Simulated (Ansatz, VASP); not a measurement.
GaN: VASP beside Ansatz

```
Ga N
1.0
     2.21365    2.21365    0.00000
    -2.21365    2.21365    0.00000
     0.00000    2.21365    2.21365
Ga N
1 1
Direct
  0.00000 0.00000 0.00000
  0.25000 0.75000 0.50000
```

Alike in both runs: task single point; functional LDA; k mesh 10 × 10 × 10; no spin polarisation.

|  | VASP | Ansatz |
| --- | --- | --- |
| version | VASP 6.6.1 | Ansatz 0.2.0 |
| potentials or method | VASP PAW LDA potentials, release 64 (Ga_d, N), cutoff 520 eV | all-electron LAPW, scalar-relativistic |
| occupations | gaussian, width 0.01 eV | fixed |

Ansatz gave:

```
gap on the k mesh at the Fermi level (eV) : 2.09
pressure (GPa)                            : 4.2
```

Task: Which values does VASP return?

Result: gap on the k mesh at the Fermi level (eV): 2.10; pressure (GPa): 5.2.

LDA's correlation is that of Perdew and Zunger in VASP and of Perdew and Wang (1992) in Ansatz. Ansatz ran all-electron here, and VASP with PAW potentials.
